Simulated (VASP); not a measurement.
# CoW2 (P-62m) in VASP: further runs

Runs on CoW2. Level: PBE. Tasks: single point.

All numbers are computed with VASP 6.6.1; they aren't measurements. Logs are shortened: lines on timing, memory, paths and dates and some standing lists are left out, and cuts for length are marked.

## 1. The cell of the first run

Symmetry: P-62m, No. 189, hexagonal system. The conventional cell has a = 4.767 Å, b = 4.767 Å, c = 4.392 Å, α = 90.00°, β = 90.00°, γ = 120.00°. Co (site symmetry -6) has 9 W at 2.70 to 2.75 Å and 3 Co at 2.75 Å within 3.6 Å. W (site symmetry -62m) has 6 W at 2.73 Å and 6 Co at 2.75 Å within 3.6 Å. Within 3.6 Å of W (site symmetry m2m) lie 4 Co at 2.70 Å and 8 W at 2.72 to 2.81 Å.

## 2. Single point, PBE

INCAR reads:

```
SYSTEM = CoW2
  PREC = Accurate
  ENCUT = 520
  EDIFF = 1E-6
  ISMEAR = 0
  SIGMA = 0.1
  LREAL = .False.
  LASPH = .True.
  NELM = 100
  ALGO = Fast
  ISIF = 2
  LWAVE = .False.
  LCHARG = .False.
  GGA = PE
  NBANDS = 46
```

KPOINTS reads:

```
Automatic mesh
0
Gamma
  12 12 8
  0 0 0
```

POSCAR reads:

```
CoW2
1.0
    4.7671621830      0.0000000000      0.0000000000
   -2.3835810915      4.1284835544      0.0000000000
    0.0000000000      0.0000000000      4.3917244091
Co W
2 4
Direct
    0.6666666667      0.3333333333      0.0000000000
    0.3333333333      0.6666666667      0.0000000000
    0.0000000000      0.0000000000      0.0000000000
    0.3406914552      0.0000000000      0.5000000000
    0.0000000000      0.3406914552      0.5000000000
    0.6593085448      0.6593085448      0.5000000000
```

Potentials or basis: VASP PAW PBE potentials, release 64 (Co, W_sv).

The run is started by

```bash
cat potpaw_PBE.64/Co/POTCAR potpaw_PBE.64/W_sv/POTCAR > POTCAR
mpirun -np 1 vasp_std > vasp.out
```

OUTCAR:

```text
SYSTEM = CoW2
   PREC = Accurate
   ENCUT = 520
   EDIFF = 1E-6
   ISMEAR = 0
   LREAL = .False.
   LASPH = .True.
   NELM = 100
   ISIF = 2
   GGA = PE

 ion  position               nearest neighbor table
   1  0.667  0.333  0.000-   5 2.70   5 2.70   4 2.70   4 2.70   6 2.70   6 2.70   2 2.75   3 2.75
                             2 2.75   3 2.75   3 2.75   2 2.75
   2  0.333  0.667  0.000-   4 2.70   4 2.70   5 2.70   5 2.70   6 2.70   6 2.70   1 2.75   3 2.75
                             1 2.75   3 2.75   3 2.75   1 2.75
   3  0.000  0.000  0.000-   5 2.73   6 2.73   5 2.73   6 2.73   4 2.73   4 2.73   1 2.75   2 2.75
                             2 2.75   1 2.75   1 2.75   2 2.75
   4  0.341  0.000  0.500-   2 2.70   2 2.70   1 2.70   1 2.70   6 2.72   5 2.72   6 2.72   5 2.72
                             3 2.73   3 2.73   5 2.81   6 2.81
   5  0.000  0.341  0.500-   1 2.70   1 2.70   2 2.70   2 2.70   4 2.72   4 2.72   6 2.72   6 2.72
                             3 2.73   3 2.73   6 2.81   4 2.81
   6  0.659  0.659  0.500-   1 2.70   1 2.70   2 2.70   2 2.70   4 2.72   4 2.72   5 2.72   5 2.72
                             3 2.73   3 2.73   5 2.81   4 2.81

  LATTYP: Found a hexagonal cell.
 ALAT       =     4.7671621830
 C/A-ratio  =     0.9212450176

  Lattice vectors:

 A1 = (   4.7671621830,   0.0000000000,   0.0000000000)
 A2 = (  -2.3835810915,   4.1284835544,   0.0000000000)
 A3 = (   0.0000000000,   0.0000000000,   4.3917244091)

Analysis of symmetry for initial positions (statically):
=====================================================================
 Subroutine PRICEL returns:
 Original cell was already a primitive cell.

 Routine SETGRP: Setting up the symmetry group for a
 hexagonal supercell.

 Subroutine GETGRP returns: Found 12 space group operations
 (whereof 12 operations were pure point group operations)
 out of a pool of 24 trial point group operations.

The static configuration has the point symmetry D_3h.

Analysis of symmetry for dynamics (positions and initial velocities):
=====================================================================
 Subroutine PRICEL returns:
 Original cell was already a primitive cell.

 Routine SETGRP: Setting up the symmetry group for a
 hexagonal supercell.

 Subroutine GETGRP returns: Found 12 space group operations
 (whereof 12 operations were pure point group operations)
 out of a pool of 24 trial point group operations.

The dynamic configuration has the point symmetry D_3h.

 Subroutine INISYM returns: Found 12 space group operations
 (whereof 12 operations are pure point group operations),
 and found     1 'primitive' translations

----------------------------------------------------------------------------------------

                                     Primitive cell

  volume of cell :      86.4342

  direct lattice vectors                    reciprocal lattice vectors
     4.767162183  0.000000000  0.000000000     0.209768403  0.121109844  0.000000000
    -2.383581091  4.128483554  0.000000000     0.000000000  0.242219688  0.000000000
     0.000000000  0.000000000  4.391724409     0.000000000  0.000000000  0.227700991

  length of vectors
     4.767162183  4.767162183  4.391724409     0.242219688  0.242219688  0.227700991

  position of ions in fractional coordinates (direct lattice)
     0.666666667  0.333333333  0.000000000
     0.333333333  0.666666667  0.000000000
     0.000000000  0.000000000  0.000000000
     0.340691455  0.000000000  0.500000000
     1.000000000  0.340691455  0.500000000
     0.659308545  0.659308545  0.500000000

  ion indices of the primitive-cell ions
   primitive index   ion index
                 1           1
                 2           2
                 3           3
                 4           4
                 5           5
                 6           6

----------------------------------------------------------------------------------------

 KPOINTS: Automatic mesh

Automatic generation of k-mesh.
 Grid dimensions read from file:
 generate k-points for:   12   12    8

 Generating k-lattice:

  Cartesian coordinates                     Fractional coordinates (reciprocal lattice)
     0.017480700  0.010092487  0.000000000     0.083333333 -0.000000000  0.000000000
     0.000000000  0.020184974  0.000000000     0.000000000  0.083333333  0.000000000
     0.000000000  0.000000000  0.028462624     0.000000000  0.000000000  0.125000000

  Length of vectors
     0.020184974  0.020184974  0.028462624

  Shift w.r.t. Gamma in fractional coordinates (k-lattice)
     0.000000000  0.000000000  0.000000000

 Subroutine IBZKPT returns following result:
 ===========================================

 Found     95 irreducible k-points:

 Following reciprocal coordinates:
            Coordinates               Weight
  0.000000  0.000000  0.000000      1.000000
  0.083333  0.000000  0.000000      6.000000
  0.166667  0.000000  0.000000      6.000000
  0.250000  0.000000  0.000000      6.000000
  0.333333  0.000000  0.000000      6.000000
  0.416667 -0.000000  0.000000      6.000000
[... 16 lines left out ...]
  0.250000  0.000000  0.125000     12.000000
  0.333333  0.000000  0.125000     12.000000
 [... further k-points ...]
   k-points           NKPTS =     95   k-points in BZ     NKDIM =     95   number of bands    NBANDS=     46
   number of dos      NEDOS =    301   number of ions     NIONS =      6
   total plane-waves  NPLWV =  46656
   dimension x,y,z NGX =    36 NGY =   36 NGZ =   36
   dimension x,y,z NGXF=    72 NGYF=   72 NGZF=   72
   ions per type =               2   4
   NGX,Y,Z   is equivalent  to a cutoff of  12.55, 12.55, 13.63 a.u.
   NGXF,Y,Z  is equivalent  to a cutoff of  25.11, 25.11, 27.26 a.u.
 SYSTEM =  CoW2
   PREC   = accura    normal or accurate (medium, high low for compatibility)
   ISTART =      0    job   : 0-new  1-cont  2-samecut
   ICHARG =      2    charge: 1-file 2-atom 10-const
   ISPIN  =      1    spin polarized calculation?
   LNONCOLLINEAR =      F non collinear calculations
   LSORBIT =      F    spin-orbit coupling
   LASPH  =      T    aspherical Exc in radial PAW
   ENCUT  =  520.0 eV  38.22 Ry    6.18 a.u.   8.86  8.86  8.17*2*pi/ulx,y,z
   NELM   =    100;   NELMIN=  2; NELMDL= -5     # of ELM steps
   EDIFF  = 0.1E-05   stopping-criterion for ELM
   LREAL  =      F    real-space projection
   EDIFFG = 0.1E-04   stopping-criterion for IOM
   NSW    =      0    number of steps for IOM
   IBRION =     -1    ionic relax: 0-MD 1-quasi-New 2-CG
   NFREE  =      0    steps in history (QN), initial steepest desc. (CG)
   ISIF   =      2    stress and relaxation
   ISYM   =      2    0-nonsym 1-usesym 2-fastsym
   POTIM  = 0.5000    time-step for ionic-motion
   TEBEG  =    0.0;   TEEND  =   0.0 temperature during run
   PSTRESS=    0.0 pullay stress
   NELECT =      74.0000    total number of electrons
   NUPDOWN=      -1.0000    fix difference up-down
   EMIN   =  10.00;   EMAX   =-10.00  energy-range for DOS
   EFERMI =   0.00;   METHOD = LEGACY
   ISMEAR =     0;   SIGMA  =   0.10  broadening in eV -4-tet -1-fermi 0-gaus
   EFERMI_NEDOS =   21; number of points for ismear=-14 and -15
   IALGO  =     68    algorithm
   IMIX   =      4    mixing-type and parameters
     AMIX     =   0.40;   BMIX     =  1.00
     AMIX_MAG =   1.60;   BMIX_MAG =  1.00
  volume/ion in A,a.u.               =      14.41        97.21
  Fermi-wavevector in a.u.,A,eV,Ry     =   1.554498  2.937576 32.877996  2.416465
  Thomas-Fermi vector in A             =   2.658576
   LORBIT       =      0    0 simple, 1 ext, 2 COOP (PROOUT), +10 PAW based schemes
   GGA     = PE    functional components
   LHFCALC =     F    Hartree Fock is set to
   AEXX    =    0.0000 exact exchange contribution
   IVDW    =     0    specifies the selected vdW correction
   LEPSILON=     F    determine dielectric tensor
   LRPA    =     F    only Hartree local field effects (RPA)
 non-spin polarized calculation
 RMM-DIIS sequential band-by-band and
 Gauss-broadening in eV      SIGMA  =   0.10
  energy-cutoff  :      520.00
  volume of cell :       86.43
 maximum number of plane-waves:      2355
 NGX is ok and might be reduce to    36
   NGX = 17   NGY = 17   NGZ = 17

 number of electron      74.0000021 magnetization

 Free energy of the ion-electron system (eV)
  ---------------------------------------------------
  ext. energy  EPLUGINS =         0.00000000
  ---------------------------------------------------
  free energy    TOTEN  =       -64.08494916 eV

  energy without entropy =      -64.05383228  energy(sigma->0) =      -64.06939072

 E-fermi :  10.4236     XC(G=0): -13.4674

 val. band max:       10.4228584266   @ k =   0.3333   0.2500   0.5000
 cond. band min:      10.4273372151   @ k =   0.3333   0.0833   0.0000
 fundamental gap:      0.0044787886
 Fermi energy:        10.4235687724

 k-point     1 :       0.0000    0.0000    0.0000
  band No.  band energies     occupation
      1     -63.1759      2.00000
      2     -63.0277      2.00000
      3     -63.0277      2.00000
      4     -63.0101      2.00000
      5     -27.8139      2.00000
      6     -27.7113      2.00000
[... 38 lines left out ...]
     45      13.5448      0.00000
     46      13.8247      0.00000

 k-point     2 :       0.0833    0.0000    0.0000
  band No.  band energies     occupation
      1     -63.1733      2.00000
      2     -63.0317      2.00000
      3     -63.0291      2.00000
      4     -63.0073      2.00000
      5     -27.8090      2.00000
      6     -27.7924      2.00000
[... 38 lines left out ...]
     45      13.5018      0.00000
     46      13.8299      0.00000

 k-point     3 :       0.1667    0.0000    0.0000
  band No.  band energies     occupation
      1     -63.1657      2.00000
      2     -63.0404      2.00000
      3     -63.0331      2.00000
      4     -63.0024      2.00000
      5     -27.8623      2.00000
      6     -27.7952      2.00000
[... 1018 lines left out ...]
     45      13.8722      0.00000
     46      14.1575      0.00000

 k-point    24 :       0.3333    0.0000    0.1250
  band No.  band energies     occupation
      1     -63.1360      2.00000
      2     -63.0647      2.00000
      3     -63.0431      2.00000
      4     -62.9981      2.00000
      5     -27.9777      2.00000
      6     -27.7844      2.00000
[... 38 lines left out ...]
     45      13.9243      0.00000
     46      14.4139      0.00000

 [... further k-points ...]

------------------------ aborting loop because EDIFF is reached ----------------------------------------

  FORCE on cell =-STRESS in cart. coord.  units (eV):
  Direction    XX          YY          ZZ          XY          YZ          ZX
  --------------------------------------------------------------------------------------
  -------------------------------------------------------------------------------------
  Total        0.2504724      0.2504724      0.2258339      0.0000000      0.0000000     -0.0000000
  in kB        4.6428535      4.6428535      4.1861434      0.0000000      0.0000000     -0.0000000
  external PRESSURE =       4.4906168 kB  Pullay stress =       0.0000000 kB

 VOLUME and BASIS-vectors are now :
 -----------------------------------------------------------------------------
  energy-cutoff  :      520.00
  volume of cell :       86.43
      direct lattice vectors                 reciprocal lattice vectors
     4.767162183  0.000000000  0.000000000     0.209768403  0.121109844  0.000000000
    -2.383581091  4.128483554  0.000000000     0.000000000  0.242219688  0.000000000
     0.000000000  0.000000000  4.391724409     0.000000000  0.000000000  0.227700991

 POSITION                                       TOTAL-FORCE (eV/Angst)
 -----------------------------------------------------------------------------------
      2.38358      1.37616      0.00000         0.000000     -0.000000      0.000000
     -0.00000      2.75232      0.00000         0.000000     -0.000000      0.000000
      0.00000      0.00000      0.00000         0.000000     -0.000000      0.000000
      1.62413      0.00000      2.19586        -0.007645     -0.000000      0.000000
     -0.81207      1.40654      2.19586         0.003823     -0.006621      0.000000
      1.57152      2.72194      2.19586         0.003823      0.006621      0.000000
 -----------------------------------------------------------------------------------
    total drift:                               -0.000002     -0.000003     -0.000000

  FREE ENERGIE OF THE ION-ELECTRON SYSTEM (eV)
  ---------------------------------------------------
  free  energy   TOTEN  =       -64.0849491620 eV

  energy  without entropy=      -64.0538322761  energy(sigma->0) =      -64.06939072
```

It took 19 min on 1 thread of AMD EPYC 7R13, shared host; peak memory 0.39 GiB.

What came out:

* Free energy: -64.0849 eV
* Pressure: 0.4 GPa
* Largest force: 0.008 eV/Å
* Band gap on the k mesh: zero (bands 37 and 38 overlap by 0.65 eV)

Forces on the atoms (eV/Å):
```
Co   0.000  0.000  0.000
Co   0.000  0.000  0.000
W    0.000  0.000  0.000
W   -0.008  0.000  0.000
W    0.004 -0.007  0.000
W    0.004  0.007  0.000
```

Caveat: spin-orbit coupling is left out, which moves the levels of the heavy elements; the run has no spin polarisation, though such a crystal can be magnetic. Spin polarisation is off, so any magnetic state and its effect on volume and gap are missing.

## 3. Single point, PBE, collinear spin, ferromagnetic start

INCAR reads:

```
SYSTEM = CoW2
  PREC = Accurate
  ENCUT = 520
  EDIFF = 1E-7
  ISMEAR = 0
  SIGMA = 0.1
  LREAL = .False.
  LASPH = .True.
  NELM = 150
  ALGO = Fast
  ISIF = 2
  LWAVE = .False.
  LCHARG = .False.
  ISPIN = 2
  MAGMOM = 3 3 0 0 0 0
  LORBIT = 11
  LMAXMIX = 4
  GGA = PE
  NBANDS = 50
```

KPOINTS reads:

```
Automatic mesh
0
Gamma
  6 6 4
  0 0 0
```

POSCAR reads:

```
CoW2
1.0
    4.7646815982      0.0000000000      0.0000000000
   -2.3823407991      4.1263353050      0.0000000000
    0.0000000000      0.0000000000      4.3963240463
Co W
2 4
Direct
    0.6666666667      0.3333333333      0.0000000000
    0.3333333333      0.6666666667      0.0000000000
    0.0000000000      0.0000000000      0.0000000000
    0.3411344164      0.0000000000      0.5000000000
    0.0000000000      0.3411344164      0.5000000000
    0.6588655836      0.6588655836      0.5000000000
```

Potentials or basis: VASP PAW PBE potentials, release 64 (Co, W_sv).

The run is started by

```bash
cat potpaw_PBE.64/Co/POTCAR potpaw_PBE.64/W_sv/POTCAR > POTCAR
mpirun -np 1 vasp_std > vasp.out
```

It took 8.1 min on 1 thread of AMD EPYC 7R13, shared host; peak memory 0.29 GiB.

It converged, with:

```yaml
Free_energy: -64.1120 eV
Pressure: 0.3 GPa
Largest_force: 0.044 eV/Å
Band_gap_on_the_k_mesh: zero (filled and empty bands overlap)
Net_moment: 0.00 μB per cell
Valence_electrons_inside_the_program's_atomic_spheres: Co 8.27; W 12.06, 12.14 (each value once)
```

Forces in eV/Å, atoms in the order of the input:
```
Co   0.000  0.000  0.000
Co   0.000  0.000  0.000
W    0.000  0.000  0.000
W   -0.044  0.000  0.000
W    0.022 -0.038  0.000
W    0.022  0.038  0.000
```

Levels at points of the mesh, in eV from the Fermi level:
Spin up:
```
           k point  band 33  band 34  band 35  band 36  band 37  band 38  band 39  band 40  band 41  band 42
(0.00, 0.00, 0.00)    -0.99    -0.22    -0.22    -0.07    -0.07     0.13     0.13     0.81     0.94     2.92
(0.50, 0.00, 0.00)    -1.06    -0.78    -0.58    -0.51    -0.29    -0.12     0.23     0.71     1.66     2.15
(0.00, 0.00, 0.50)    -1.20    -1.20    -1.04    -1.04     0.14     0.14     0.36     0.36     0.63     1.29
(0.50, 0.00, 0.50)    -0.76    -0.44    -0.43     0.03     0.33     0.55     1.11     1.45     1.83     1.94
```
Spin down:
```
           k point  band 33  band 34  band 35  band 36  band 37  band 38  band 39  band 40  band 41  band 42
(0.00, 0.00, 0.00)    -0.99    -0.22    -0.22    -0.07    -0.07     0.13     0.13     0.81     0.94     2.92
(0.50, 0.00, 0.00)    -1.06    -0.78    -0.58    -0.51    -0.29    -0.12     0.23     0.71     1.66     2.15
(0.00, 0.00, 0.50)    -1.20    -1.20    -1.04    -1.04     0.14     0.14     0.36     0.36     0.63     1.29
(0.50, 0.00, 0.50)    -0.76    -0.44    -0.43     0.03     0.33     0.55     1.11     1.45     1.83     1.94
```

Caveat: spin-orbit coupling is left out, which moves the levels of the heavy elements.

## 4. Single point, PBE, collinear spin, ferromagnetic start

This run uses another cell than the first one, of 15.04 Å³/atom.

INCAR reads:

```
  PREC = Accurate
  ENCUT = 520
  EDIFF = 1E-6
  ISMEAR = 0
  SIGMA = 0.1
  LREAL = False
  LASPH = True
  NELM = 150
  ALGO = Normal
  ISIF = 2
  LWAVE = False
  LCHARG = True
  ISPIN = 2
  MAGMOM = 3 3 0 0 0 0
  LORBIT = 11
  LMAXMIX = 4
  GGA = PE
  LELF = True
  LVHAR = True
  NBANDS = 50
```

KPOINTS reads:

```
Automatic mesh
0
Gamma
  6 6 4
```

POSCAR reads:

```
CoW2
1.0
    4.8381412600      0.0000000000      0.0000000000
   -2.4190706300      4.1899532400      0.0000000000
    0.0000000000      0.0000000000      4.4514719500
Co W
2 4
Direct
    0.6666666700      0.3333333300      0.0000000000
    0.3333333300      0.6666666700      0.0000000000
    0.0000000000      0.0000000000      0.0000000000
    0.3333333300      0.0000000000      0.5000000000
    0.0000000000      0.3333333300      0.5000000000
    0.6666666700      0.6666666700      0.5000000000
```

The run is started by

```bash
cat potpaw_PBE.64/Co/POTCAR potpaw_PBE.64/W_sv/POTCAR > POTCAR
mpirun -np 1 vasp_std > vasp.out
```

Wall time 7 min (1 thread of AMD EPYC 7R13, shared host); peak memory 0.3 GiB.

The run converged. Its results:

```yaml
Free_energy: -63.9571 eV
Pressure: -9.9 GPa
Largest_force: 0.673 eV/Å
Band_gap_on_the_k_mesh: zero (filled and empty bands overlap)
Net_moment: 0.00 μB per cell
Valence_electrons_inside_the_program's_atomic_spheres: Co 8.18; W 12.00, 12.04 (each value once)
```

Forces in eV/Å, atoms in the order of the input:
```
Co   0.000  0.000  0.000
Co   0.000  0.000  0.000
W    0.000  0.000  0.000
W    0.673  0.000  0.000
W   -0.336  0.582  0.000
W   -0.336 -0.582  0.000
```

Stress tensor (GPa, compression positive):
```
-10.27   0.00   0.00
  0.00 -10.27   0.00
  0.00   0.00  -9.04
```

Levels at points of the mesh, in eV from the Fermi level:
Spin up:
```tsv
k point	band 33	band 34	band 35	band 36	band 37	band 38	band 39	band 40	band 41	band 42
(0.00, 0.00, 0.00)	-0.91	-0.22	-0.22	-0.05	-0.05	0.13	0.13	0.74	0.84	2.72
(0.50, 0.00, 0.00)	-0.98	-0.80	-0.53	-0.46	-0.27	0.01	0.28	0.58	1.57	1.93
(0.00, 0.00, 0.50)	-1.13	-1.13	-0.97	-0.97	0.13	0.13	0.41	0.41	0.62	1.17
(0.50, 0.00, 0.50)	-0.71	-0.42	-0.41	0.00	0.25	0.61	1.08	1.39	1.65	1.70
```
Spin down:
| k point | band 35 | band 36 | band 37 | band 38 | band 39 | band 40 |
| --- | --- | --- | --- | --- | --- | --- |
| (0.00, 0.00, 0.00) | -0.22 | -0.05 | -0.05 | 0.13 | 0.13 | 0.74 |
| (0.50, 0.00, 0.00) | -0.53 | -0.46 | -0.27 | 0.01 | 0.28 | 0.58 |
| (0.00, 0.00, 0.50) | -0.97 | -0.97 | 0.13 | 0.13 | 0.41 | 0.41 |
| (0.50, 0.00, 0.50) | -0.41 | 0.00 | 0.25 | 0.61 | 1.08 | 1.39 |

Caveat: the cell stands under tension; spin-orbit coupling is left out, which moves the levels of the heavy elements.
